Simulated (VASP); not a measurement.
# Sn (Fd-3m) in VASP: a series of runs, part 2 of 2

VASP 6.6.1. The steps go on from the part before.

## Step 3: Single point, PBEsol

File INCAR:

```
  PREC = Accurate
  ENCUT = 520
  EDIFF = 1E-7
  ISMEAR = -1
  SIGMA = 0.1
  LREAL = False
  LASPH = True
  NELM = 80
  ALGO = Normal
  ISIF = 2
  LWAVE = False
  LCHARG = False
  GGA = PS
  NBANDS = 21
```

File KPOINTS:

```
regular mesh
0
Gamma
  10 10 10
```

File POSCAR:

```
Sn
1.0
    0.0000000000      3.2711117108      3.2711117108
    3.2711117108      0.0000000000      3.2711117108
    3.2711117108      3.2711117108      0.0000000000
Sn
2
Direct
    0.5000000000      0.5000000000      0.5000000000
    0.7500000000      0.7500000000      0.7500000000
```

Potentials or basis: VASP PAW PBE potentials, release 64 (Sn_d).

The run is started by

```sh
> cat potpaw_PBE.64/Sn_d/POTCAR > POTCAR
> mpirun -np 1 vasp_std > vasp.out
```

OUTCAR:

```text
PREC = Accurate
   ENCUT = 520
   EDIFF = 1E-7
   ISMEAR = -1
   LREAL = False
   LASPH = True
   NELM = 80
   ISIF = 2
   GGA = PS

 ion  position               nearest neighbor table
   1  0.500  0.500  0.500-   2 2.83   2 2.83   2 2.83   2 2.83
   2  0.750  0.750  0.750-   1 2.83   1 2.83   1 2.83   1 2.83

  LATTYP: Found a face centered cubic cell.
 ALAT       =     6.5422234216

  Lattice vectors:

 A1 = (   0.0000000000,   3.2711117108,   3.2711117108)
 A2 = (   3.2711117108,   0.0000000000,   3.2711117108)
 A3 = (   3.2711117108,   3.2711117108,   0.0000000000)

Analysis of symmetry for initial positions (statically):
=====================================================================
 Subroutine PRICEL returns:
 Original cell was already a primitive cell.

 Routine SETGRP: Setting up the symmetry group for a
 face centered cubic supercell.

 Subroutine GETGRP returns: Found 48 space group operations
 (whereof 24 operations were pure point group operations)
 out of a pool of 48 trial point group operations.

The static configuration has the point symmetry T_d .
 The point group associated with its full space group is O_h .

Analysis of symmetry for dynamics (positions and initial velocities):
=====================================================================
 Subroutine PRICEL returns:
 Original cell was already a primitive cell.

 Routine SETGRP: Setting up the symmetry group for a
 face centered cubic supercell.

 Subroutine GETGRP returns: Found 48 space group operations
 (whereof 24 operations were pure point group operations)
 out of a pool of 48 trial point group operations.

The dynamic configuration has the point symmetry T_d .
 The point group associated with its full space group is O_h .

 Subroutine INISYM returns: Found 48 space group operations
 (whereof 24 operations are pure point group operations),
 and found     1 'primitive' translations

----------------------------------------------------------------------------------------

                                     Primitive cell

  volume of cell :      70.0029

  direct lattice vectors                    reciprocal lattice vectors
     0.000000000  3.271111711  3.271111711    -0.152853233  0.152853233  0.152853233
     3.271111711  0.000000000  3.271111711     0.152853233 -0.152853233  0.152853233
     3.271111711  3.271111711  0.000000000     0.152853233  0.152853233 -0.152853233

  length of vectors
     4.626050545  4.626050545  4.626050545     0.264749565  0.264749565  0.264749565

  position of ions in fractional coordinates (direct lattice)
     0.500000000  0.500000000  0.500000000
     0.750000000  0.750000000  0.750000000

  ion indices of the primitive-cell ions
   primitive index   ion index
                 1           1
                 2           2

----------------------------------------------------------------------------------------

 KPOINTS: regular mesh

Automatic generation of k-mesh.
 Grid dimensions read from file:
 generate k-points for:   10   10   10

 Generating k-lattice:

  Cartesian coordinates                     Fractional coordinates (reciprocal lattice)
    -0.015285323  0.015285323  0.015285323     0.100000000  0.000000000  0.000000000
     0.015285323 -0.015285323  0.015285323     0.000000000  0.100000000  0.000000000
     0.015285323  0.015285323 -0.015285323     0.000000000  0.000000000  0.100000000

  Length of vectors
     0.026474957  0.026474957  0.026474957

  Shift w.r.t. Gamma in fractional coordinates (k-lattice)
     0.000000000  0.000000000  0.000000000

 Subroutine IBZKPT returns following result:
 ===========================================

 Found     47 irreducible k-points:

 Following reciprocal coordinates:
            Coordinates               Weight
  0.000000  0.000000  0.000000      1.000000
  0.100000  0.000000  0.000000      8.000000
  0.200000  0.000000  0.000000      8.000000
  0.300000  0.000000  0.000000      8.000000
  0.400000  0.000000  0.000000      8.000000
  0.500000  0.000000  0.000000      4.000000
[... 16 lines left out ...]
  0.300000  0.300000  0.000000      6.000000
  0.400000  0.300000  0.000000     24.000000
 [... further k-points ...]
   k-points           NKPTS =     47   k-points in BZ     NKDIM =     47   number of bands    NBANDS=     21
   number of dos      NEDOS =    301   number of ions     NIONS =      2
   total plane-waves  NPLWV =  46656
   dimension x,y,z NGX =    36 NGY =   36 NGZ =   36
   dimension x,y,z NGXF=    72 NGYF=   72 NGZF=   72
   ions per type =               2
   NGX,Y,Z   is equivalent  to a cutoff of  12.94, 12.94, 12.94 a.u.
   NGXF,Y,Z  is equivalent  to a cutoff of  25.87, 25.87, 25.87 a.u.
 SYSTEM =  unknown system
   PREC   = accura    normal or accurate (medium, high low for compatibility)
   ISTART =      0    job   : 0-new  1-cont  2-samecut
   ICHARG =      2    charge: 1-file 2-atom 10-const
   ISPIN  =      1    spin polarized calculation?
   LNONCOLLINEAR =      F non collinear calculations
   LSORBIT =      F    spin-orbit coupling
   LASPH  =      T    aspherical Exc in radial PAW
   ENCUT  =  520.0 eV  38.22 Ry    6.18 a.u.   8.60  8.60  8.60*2*pi/ulx,y,z
   NELM   =     80;   NELMIN=  2; NELMDL= -5     # of ELM steps
   EDIFF  = 0.1E-06   stopping-criterion for ELM
   LREAL  =      F    real-space projection
   EDIFFG = 0.1E-05   stopping-criterion for IOM
   NSW    =      0    number of steps for IOM
   IBRION =     -1    ionic relax: 0-MD 1-quasi-New 2-CG
   NFREE  =      0    steps in history (QN), initial steepest desc. (CG)
   ISIF   =      2    stress and relaxation
   ISYM   =      2    0-nonsym 1-usesym 2-fastsym
   POTIM  = 0.5000    time-step for ionic-motion
   TEBEG  =    0.0;   TEEND  =   0.0 temperature during run
   PSTRESS=    0.0 pullay stress
   NELECT =      28.0000    total number of electrons
   NUPDOWN=      -1.0000    fix difference up-down
   EMIN   =  10.00;   EMAX   =-10.00  energy-range for DOS
   EFERMI =   0.00;   METHOD = LEGACY
   ISMEAR =    -1;   SIGMA  =   0.10  broadening in eV -4-tet -1-fermi 0-gaus
   EFERMI_NEDOS =   21; number of points for ismear=-14 and -15
   IALGO  =     38    algorithm
   IMIX   =      4    mixing-type and parameters
     AMIX     =   0.40;   BMIX     =  1.00
     AMIX_MAG =   1.60;   BMIX_MAG =  1.00
  volume/ion in A,a.u.               =      35.00       236.20
  Fermi-wavevector in a.u.,A,eV,Ry     =   1.206208  2.279402 19.795623  1.454937
  Thomas-Fermi vector in A             =   2.341882
   LORBIT       =      0    0 simple, 1 ext, 2 COOP (PROOUT), +10 PAW based schemes
   GGA     = PS    functional components
   LHFCALC =     F    Hartree Fock is set to
   AEXX    =    0.0000 exact exchange contribution
   IVDW    =     0    specifies the selected vdW correction
   LEPSILON=     F    determine dielectric tensor
   LRPA    =     F    only Hartree local field effects (RPA)
 non-spin polarized calculation
  energy-cutoff  :      520.00
  volume of cell :       70.00
 maximum number of plane-waves:      1901
 NGX is ok and might be reduce to    36
   NGX = 17   NGY = 17   NGZ = 17

 number of electron      27.9999986 magnetization

 Free energy of the ion-electron system (eV)
  ---------------------------------------------------
  ext. energy  EPLUGINS =         0.00000000
  ---------------------------------------------------
  free energy    TOTEN  =        -8.46707042 eV

  energy without entropy =       -8.45999301  energy(sigma->0) =       -8.46353171

 E-fermi :   5.2247     XC(G=0):  -8.9611

 val. band max:        5.1894020982   @ k =   0.4000   0.0000   0.0000
 cond. band min:       5.3209282210   @ k =   0.0000   0.0000   0.0000
 fundamental gap:      0.1315261228
 Fermi energy:         5.2246988640

 k-point     1 :       0.0000    0.0000    0.0000
  band No.  band energies     occupation
      1     -16.3181      2.00000
      2     -16.3181      2.00000
      3     -16.3181      2.00000
      4     -16.2609      2.00000
      5     -16.2609      2.00000
      6     -15.9687      2.00000
[... 13 lines left out ...]
     20      13.1470      0.00000
     21      13.1470      0.00000

 k-point     2 :       0.1000    0.0000    0.0000
  band No.  band energies     occupation
      1     -16.3252      2.00000
      2     -16.3252      2.00000
      3     -16.3158      2.00000
      4     -16.2511      2.00000
      5     -16.2511      2.00000
      6     -15.9855      2.00000
[... 520 lines left out ...]
 k-point    24 :       0.4000    0.3000    0.0000
  band No.  band energies     occupation
      1     -16.3646      2.00000
      2     -16.3581      2.00000
      3     -16.2895      2.00000
      4     -16.1779      2.00000
      5     -16.1458      2.00000
      6     -16.1201      2.00000
[... 13 lines left out ...]
     20      14.3268      0.00000
     21      14.5898      0.00000

 [... further k-points ...]
[... 5 lines left out ...]
  --------------------------------------------------------------------------------------
  -------------------------------------------------------------------------------------
  Total       -0.0292061     -0.0292061     -0.0292061     -0.0000000      0.0000000     -0.0000000
  in kB       -0.6684492     -0.6684492     -0.6684492     -0.0000000      0.0000000     -0.0000000
  external PRESSURE =      -0.6684492 kB  Pullay stress =       0.0000000 kB

 VOLUME and BASIS-vectors are now :
 -----------------------------------------------------------------------------
  energy-cutoff  :      520.00
  volume of cell :       70.00
      direct lattice vectors                 reciprocal lattice vectors
     0.000000000  3.271111711  3.271111711    -0.152853233  0.152853233  0.152853233
     3.271111711  0.000000000  3.271111711     0.152853233 -0.152853233  0.152853233
     3.271111711  3.271111711  0.000000000     0.152853233  0.152853233 -0.152853233

 POSITION                                       TOTAL-FORCE (eV/Angst)
 -----------------------------------------------------------------------------------
      3.27111      3.27111      3.27111         0.000000      0.000000      0.000000
      4.90667      4.90667      4.90667        -0.000000     -0.000000     -0.000000
 -----------------------------------------------------------------------------------
    total drift:                                0.000000      0.000000      0.000000

  FREE ENERGIE OF THE ION-ELECTRON SYSTEM (eV)
  ---------------------------------------------------
  free  energy   TOTEN  =        -8.4670704172 eV

  energy  without entropy=       -8.4599930091  energy(sigma->0) =       -8.46353171
```

OSZICAR:

```text
N       E                     dE             d eps       ncg     rms          rms(c)
DAV:   1     0.229009249106E+03    0.22901E+03   -0.14841E+04  1984   0.192E+03
DAV:   2     0.162987255699E+02   -0.21271E+03   -0.20862E+03  1994   0.441E+02
DAV:   3    -0.776152666507E+01   -0.24060E+02   -0.23936E+02  2309   0.140E+02
DAV:   4    -0.853816011346E+01   -0.77663E+00   -0.77637E+00  2229   0.287E+01
DAV:   5    -0.856506856487E+01   -0.26908E-01   -0.26908E-01  2863   0.514E+00    0.315E+00
DAV:   6    -0.849811387897E+01    0.66955E-01   -0.39049E-02  2665   0.257E+00    0.179E+00
DAV:   7    -0.846591770922E+01    0.32196E-01   -0.51730E-02  2414   0.252E+00    0.164E-01
DAV:   8    -0.846682319122E+01   -0.90548E-03   -0.73396E-03  2199   0.103E+00    0.495E-02
DAV:   9    -0.846705940914E+01   -0.23622E-03   -0.42026E-04  2307   0.209E-01    0.146E-02
DAV:  10    -0.846706880804E+01   -0.93989E-05   -0.28642E-05  2597   0.498E-02    0.511E-03
DAV:  11    -0.846707072538E+01   -0.19173E-05   -0.41314E-06  2197   0.190E-02    0.123E-03
DAV:  12    -0.846707044053E+01    0.28485E-06   -0.56656E-07  2539   0.106E-02    0.338E-04
DAV:  13    -0.846707041724E+01    0.23287E-07   -0.22243E-08  1370   0.131E-03
   1 F= -.84670704E+01 E0= -.84635317E+01  d E =-.707741E-02
```

Wall time 45 s (1 thread of AMD EPYC 9R45 (Zen 5), shared host); peak memory 0.19 GiB.

What came out:

* Free energy: -8.4671 eV
* Pressure: -0.1 GPa
* Band gap on the k mesh: zero (bands 14 and 15 overlap by 0.19 eV)

Caveat: the PAW data sets were made with another functional, which shifts forces and pressure a little; spin-orbit coupling is left out, which moves the levels of the heavy elements.

## Step 4: Relaxation of cell and atoms, PBEsol

This run uses another cell than the first one, of 33.80 Å³/atom.

File INCAR:

```
PREC = Accurate
ENCUT = 600
EDIFF = 1E-6
ISMEAR = -1
SIGMA = 0.1
LREAL = F
LASPH = T
NELM = 60
ALGO = Normal
ISIF = 3
LWAVE = F
LCHARG = F
GGA = PS
IBRION = 2
NSW = 100
EDIFFG = -0.002
```

KPOINTS is that of step 3.

File POSCAR:

```
Sn
1.0
    0.0000000000      3.2333428000      3.2333428000
    3.2333428000      0.0000000000      3.2333428000
    3.2333428000      3.2333428000      0.0000000000
Sn
2
Direct
    0.5000000000      0.5000000000      0.5000000000
    0.7500000000      0.7500000000      0.7500000000
```

Potentials or basis: VASP PAW PBE potentials, release 64 (Sn_d).

The run is started by

```sh
> cat potpaw_PBE.64/Sn_d/POTCAR > POTCAR
> mpirun -np 1 vasp_std > vasp.out
```

OUTCAR:

```text
PREC = Accurate
   ENCUT = 600
   EDIFF = 1E-6
   ISMEAR = -1
   LREAL = F
   LASPH = T
   NELM = 60
   ISIF = 3
   GGA = PS
   IBRION = 2
   NSW = 100
   EDIFFG = -0.002

 ion  position               nearest neighbor table
   1  0.500  0.500  0.500-   2 2.80   2 2.80   2 2.80   2 2.80
   2  0.750  0.750  0.750-   1 2.80   1 2.80   1 2.80   1 2.80

  LATTYP: Found a face centered cubic cell.
 ALAT       =     6.4666856000

  Lattice vectors:

 A1 = (   0.0000000000,   3.2333428000,   3.2333428000)
 A2 = (   3.2333428000,   0.0000000000,   3.2333428000)
 A3 = (   3.2333428000,   3.2333428000,   0.0000000000)

Analysis of symmetry for initial positions (statically):
=====================================================================
 Subroutine PRICEL returns:
 Original cell was already a primitive cell.

 Routine SETGRP: Setting up the symmetry group for a
 face centered cubic supercell.

 Subroutine GETGRP returns: Found 48 space group operations
 (whereof 24 operations were pure point group operations)
 out of a pool of 48 trial point group operations.

The static configuration has the point symmetry T_d .
 The point group associated with its full space group is O_h .

Analysis of symmetry for dynamics (positions and initial velocities):
=====================================================================
 Subroutine PRICEL returns:
 Original cell was already a primitive cell.

 Routine SETGRP: Setting up the symmetry group for a
 face centered cubic supercell.

 Subroutine GETGRP returns: Found 48 space group operations
 (whereof 24 operations were pure point group operations)
 out of a pool of 48 trial point group operations.

The dynamic configuration has the point symmetry T_d .
 The point group associated with its full space group is O_h .

 Subroutine INISYM returns: Found 48 space group operations
 (whereof 24 operations are pure point group operations),
[... 122 lines left out ...]
   LHFCALC =     F    Hartree Fock is set to
   AEXX    =    0.0000 exact exchange contribution
   IVDW    =     0    specifies the selected vdW correction
   LEPSILON=     F    determine dielectric tensor
   LRPA    =     F    only Hartree local field effects (RPA)
 conjugate gradient relaxation of ions
 non-spin polarized calculation
  energy-cutoff  :      600.00
  volume of cell :       67.61
 maximum number of plane-waves:      2279
 NGX is ok and might be reduce to    40
   NGX = 19   NGY = 19   NGZ = 19

--------------------------------------- Ionic step        1  -------------------------------------------

 number of electron      28.0000005 magnetization

 Free energy of the ion-electron system (eV)
  ---------------------------------------------------
  ext. energy  EPLUGINS =         0.00000000
  ---------------------------------------------------
  free energy    TOTEN  =        -8.45660070 eV

  energy without entropy =       -8.45030964  energy(sigma->0) =       -8.45345517

------------------------ aborting loop because EDIFF is reached ----------------------------------------

  FORCE on cell =-STRESS in cart. coord.  units (eV):
  Direction    XX          YY          ZZ          XY          YZ          ZX
  --------------------------------------------------------------------------------------
  -------------------------------------------------------------------------------------
  Total        0.6468219      0.6468219      0.6468219      0.0000000      0.0000000      0.0000000
  in kB       15.3288668     15.3288668     15.3288668      0.0000000      0.0000000      0.0000000
  external PRESSURE =      15.3288668 kB  Pullay stress =       0.0000000 kB
[... 59 lines left out ...]
--------------------------------------- Ionic step        3  -------------------------------------------

 number of electron      28.0000003 magnetization

 Free energy of the ion-electron system (eV)
  ---------------------------------------------------
  ext. energy  EPLUGINS =         0.00000000
  ---------------------------------------------------
  free energy    TOTEN  =        -8.46736536 eV

  energy without entropy =       -8.46030809  energy(sigma->0) =       -8.46383673

 E-fermi :   5.2349     XC(G=0):  -8.9650

 val. band max:        5.2008174343   @ k =   0.4000   0.0000   0.0000
 cond. band min:       5.3306487007   @ k =   0.0000   0.0000   0.0000
 fundamental gap:      0.1298312664
 Fermi energy:         5.2348950298

 k-point     1 :       0.0000    0.0000    0.0000
  band No.  band energies     occupation
      1     -16.3103      2.00000
      2     -16.3103      2.00000
      3     -16.3103      2.00000
      4     -16.2530      2.00000
      5     -16.2530      2.00000
      6     -15.9600      2.00000
[... 481 lines left out ...]
      5     -16.1376      2.00000
      6     -16.1117      2.00000
[... 10 lines left out ...]
     17      10.5873      0.00000
     18      11.0813      0.00000

 [... further k-points ...]

------------------------ aborting loop because EDIFF is reached ----------------------------------------

  FORCE on cell =-STRESS in cart. coord.  units (eV):
  Direction    XX          YY          ZZ          XY          YZ          ZX
  --------------------------------------------------------------------------------------
  -------------------------------------------------------------------------------------
  Total       -0.0028516     -0.0028516     -0.0028516      0.0000000      0.0000000      0.0000000
  in kB       -0.0653273     -0.0653273     -0.0653273      0.0000000      0.0000000      0.0000000
  external PRESSURE =      -0.0653273 kB  Pullay stress =       0.0000000 kB
[... 17 lines left out ...]
  FREE ENERGIE OF THE ION-ELECTRON SYSTEM (eV)
  ---------------------------------------------------
  free  energy   TOTEN  =        -8.4673653621 eV

  energy  without entropy=       -8.4603080897  energy(sigma->0) =       -8.46383673

 reached required accuracy - stopping structural energy minimisation
```

CONTCAR:

```text
Sn
   1.00000000000000
     0.0000000000000000    3.2700851410730478    3.2700851410730478
     3.2700851410730478   -0.0000000000000000    3.2700851410730478
     3.2700851410730478    3.2700851410730478   -0.0000000000000000
  Sn
     2
Direct
     0.5000000000000000    0.5000000000000000    0.5000000000000000
     0.7500000000000000    0.7500000000000000    0.7500000000000000

  0.00000000E+00  0.00000000E+00  0.00000000E+00
  0.00000000E+00  0.00000000E+00  0.00000000E+00
```

Wall time 1.7 min (1 thread of AMD EPYC 9R45 (Zen 5), shared host); peak memory 0.24 GiB.

Results:

```
Free energy                           : -8.4674 eV
Relaxed volume                        : 34.97 Å³/atom
Relaxed cell                          : a = 4.625 Å, b = 4.625 Å, c = 4.625 Å, α = 60.00°, β = 60.00°, γ = 60.00°
Space group after relaxing (to 0.1 Å) : Fd-3m (No. 227)
Energy gained by relaxing             : 5.4 meV/atom
Ionic steps                           : 3
Pressure after relaxing               : 0.0 GPa
Band gap on the k mesh                : zero (bands 14 and 15 overlap by 0.19 eV)
```

The path:
```tsv
step	energy change (eV)	largest force (eV/Å)	pressure (GPa)	volume (Å³)
1	0.0000	0.0000	1.53	67.61
2	-0.0093	0.0000	-0.48	70.82
3	-0.0108	0.0000	-0.01	69.94
```

Final structure:
```
CELL_PARAMETERS angstrom
0.00000 3.27009 3.27009
3.27009 0.00000 3.27009
3.27009 3.27009 0.00000
ATOMIC_POSITIONS crystal
Sn 0.50000 0.50000 0.50000
Sn 0.75000 0.75000 0.75000
```

Levels at points of the mesh, in eV from the Fermi level:
```csv
k point,band 12,band 13,band 14,band 15,band 16,band 17
"(0.00, 0.00, 0.00)",-0.84,0.10,0.10,0.10,2.16,2.16
"(0.50, 0.00, 0.00)",-6.23,-1.07,-1.07,-0.10,3.21,3.21
"(0.50, 0.50, 0.00)",-7.45,-2.38,-2.38,0.79,0.79,7.57
```

Caveat: the PAW data sets were made with another functional, which shifts forces and pressure a little; spin-orbit coupling is left out, which moves the levels of the heavy elements.
